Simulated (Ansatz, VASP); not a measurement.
Pb: VASP beside Ansatz

```
Pb
1.0
     0.00000    2.46980    2.46980
     2.46980    0.00000    2.46980
     2.46980    2.46980    0.00000
Pb
1
Direct
  0.00000 0.00000 0.00000
```

Alike in both runs: task relaxation of cell and atoms; functional LDA; k mesh 14 × 14 × 14; occupations gaussian, width 0.1 eV; no spin polarisation.

|  | VASP | Ansatz |
| --- | --- | --- |
| version | VASP 6.6.1 | Ansatz 0.2.0 |
| potentials or method | VASP PAW LDA potentials, release 64 (Pb_d), cutoff 600 eV | scalar-relativistic, plane waves, PAW |
| valence electrons in the cell | 14 | 14 |

|  | VASP | Ansatz | Ansatz less VASP |
| --- | --- | --- | --- |
| gap on the k mesh at the Fermi level, each at its own relaxed structure (eV) | none | none | - |
| relaxed volume (Å³/atom) | 29.18 | 29.09 | -0.085 |
| relaxed length of the cell vector where the two differ most in proportion (Å) | 3.456 | 3.452 | -0.0033 |

LDA's correlation is that of Perdew and Zunger in VASP and of Perdew and Wang (1992) in Ansatz. A gap of «none» marks a metal or a gap that the smearing closes.

Neither program's run includes spin-orbit coupling.
